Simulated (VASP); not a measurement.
**BN: single point with PBEsol**

The system is BN.

```
B N
1.0
     2.53823    0.00000    0.00000
    -1.26912    2.19817    0.00000
     0.00000    0.00000    7.66596
B N
2 2
Direct
  0.33333 0.66667 0.25000
  0.66667 0.33333 0.75000
  0.33333 0.66667 0.75000
  0.66667 0.33333 0.25000
```

This cell differs from its parent crystal: volume 10.693 Å^3 an atom, c/a of the conventional cell 3.0202.

| Property | Result |
| --- | --- |
| Program | VASP 6.6.1 |
| Task | single point |
| Functional | PBEsol |
| Potentials or basis | VASP PAW PBE potentials, release 64 (B, N) |
| Cutoff | 520 eV |
| k mesh | 12 × 12 × 4 |
| Occupations | gaussian, width 0.05 eV |
| Spin | no spin polarisation |

```yaml
Pressure: -7.9 GPa
Band_gap_on_the_k_mesh: 4.33 eV, indirect (least direct gap 4.51 eV)
```

Stress tensor (GPa, compression positive):
```
-11.58   0.00   0.00
  0.00 -11.58   0.00
  0.00   0.00  -0.48
```

Levels at points of the mesh, in eV from the valence-band top:
```csv
k point,band 5,band 6,band 7,band 8,band 9,band 10,band 11,band 12
"(0.00, 0.00, 0.00)",-1.36,-1.36,-1.35,-1.35,4.49,8.50,10.60,11.20
"(0.50, 0.00, 0.00)",-4.07,-4.05,-1.10,-0.66,4.33,5.04,9.05,9.50
"(0.00, 0.00, 0.50)",-1.35,-1.35,-1.35,-1.35,6.12,6.12,11.22,11.22
"(0.50, 0.00, 0.50)",-4.06,-4.06,-0.88,-0.88,4.62,4.62,9.35,9.35
```

It took 41 s on 1 thread of AMD EPYC 7R43 64-Core Processor (Zen 3) (shared host), peak memory 0.14 GiB.

Caveat: the PAW data sets were made with another functional, which shifts forces and pressure a little; this functional lacks dispersion, which binds the layers, so the pressure and a relaxed spacing across them are unreliable. A k mesh can miss the band edges.
